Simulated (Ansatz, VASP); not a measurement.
## Two plane-wave programs on GaN

Contents of INCAR:

```
SYSTEM = GaN
PREC     = Accurate       ! precision mode
ENCUT    = 520            ! plane-wave cutoff, eV
EDIFF    = 1E-8           ! SCF threshold, eV
ISMEAR   = -1             ! smearing method
SIGMA    = 0.02           ! smearing width, eV
LREAL    = .FALSE.        ! projectors in reciprocal space
LASPH    = .TRUE.         ! aspherical terms in the spheres
NELM     = 80             ! most SCF steps
ALGO     = Normal         ! electronic algorithm
ISIF     = 2              ! what is computed and relaxed
LWAVE    = .FALSE.        ! write WAVECAR
LCHARG   = .FALSE.        ! write CHGCAR
GGA      = PS             ! functional
LEFG     = .TRUE.       
NBANDS   = 16             ! bands
```

Contents of KPOINTS:

```
regular mesh
0
G
  10 10 10
  0 0 0
```

File POSCAR:

```
GaN
1.0
    0.0000000000      1.9925000000      2.0124250000
    1.9925000000      0.0000000000      2.0124250000
    1.9925000000      1.9925000000      0.0000000000
Ga N
1 1
Direct
    0.5000000000      0.5000000000      0.5000000000
    0.0000000000      0.0000000000      0.0000000000
```

Input for Ansatz:

```yaml
crystal:
  lattice:
    - [0.0, 1.9925, 2.012425]
    - [1.9925, 0.0, 2.012425]
    - [1.9925, 1.9925, 0.0]
  atoms:
    - { symbol: Ga, position: [0.5, 0.5, 0.5] }
    - { symbol: "N", position: [0.0, 0.0, 0.0] }
kpoints:
  mp_grid: { grid: [10, 10, 10] }
scf:
  occupations: { method: fermi_dirac, width: 0.02 }
hamiltonian:
  xc: pbesol
  pseudopotentials: { kind: paw }
output:
  forces: true
  stress: true
  eigenvalues: true
  efg: { contact_densities: true }
```

Change from the starting cell: zz strain of +1 %, PAW files.

Alike in both runs: task electric field gradients; functional PBEsol; k mesh 10 × 10 × 10; occupations fermi-dirac, width 0.02 eV; no spin polarisation.

```csv
,VASP,Ansatz
version,VASP 6.6.1,Ansatz 0.2.0
potentials or method,"VASP PAW PBE potentials, release 64 (Ga_d, N)","PAW with Ansatz's default frozen-core files, scalar-relativistic"
plane-wave cutoff (eV),520,420
valence electrons in the cell,18,18
```

|  | VASP | Ansatz | Ansatz less VASP |
| --- | --- | --- | --- |
| gap on the k mesh at the Fermi level (eV) | 1.58 | 1.59 | +0.010 |
| pressure (GPa) | 54.9 | 54.1 | -0.76 |
| traceless stress, the component that is largest in VASP (GPa) | -3.13 | -3.18 | -0.056 |
| size of Vzz on the site where it differs most (V/Å²) | 10.1 | 10.4 | +0.36 |

VASP's potentials were made for PBE, not for PBEsol. Both programs put the cell under a high pressure, so it lies far from rest at this level. With one functional, cell and mesh, what is left measures potentials, basis and numerics.
